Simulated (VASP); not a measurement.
A run of VASP 6.6.1:

File INCAR:

```
SYSTEM = Nb
AGGAC = 1.0 ; AGGAX = 1.0
ALDAC = 0.0 ; ALDAX = 1.0
ALGO = Normal ; EDIFF = 1E-7
ENCUT = 520 ; GGA = B5
ISIF = 2 ; ISMEAR = -1
LASPH = .True. ; LCHARG = .False.
LREAL = .False. ; LWAVE = .False.
NBANDS = 26 ; NELM = 80
PREC = Accurate ; SIGMA = 0.1
```

KPOINTS

```
k-points
0
Gamma
  8 8 13
  0 0 0
```

POSCAR

```
Nb
1.0
    4.7483999374      0.0000000000      0.0000000000
   -2.3741999687      4.1122349731      0.0000000000
    0.0000000000      0.0000000000      2.6016881719
Nb
3
Direct
    1.0000000000      0.0000000000      0.0000000000
    0.3333333333      0.6666666667      0.5000000000
    0.6666666667      0.3333333333      0.5000000000
```

Potentials or basis: VASP PAW PBE potentials, release 64 (Nb_sv).

Run with:

```console
$ cat potpaw_PBE.64/Nb_sv/POTCAR > POTCAR
$ mpirun -np 1 vasp_std > vasp.out
```

Hardware: 1 thread of Intel Xeon 8259CL, with other jobs on the host.

Question: Estimate the wall time of this run.

Answer: Run time: 3.3 min on 1 thread of Intel Xeon 8259CL, on a shared host, peak memory 0.21 GiB. Counts: scf iterations 15, k points 70.
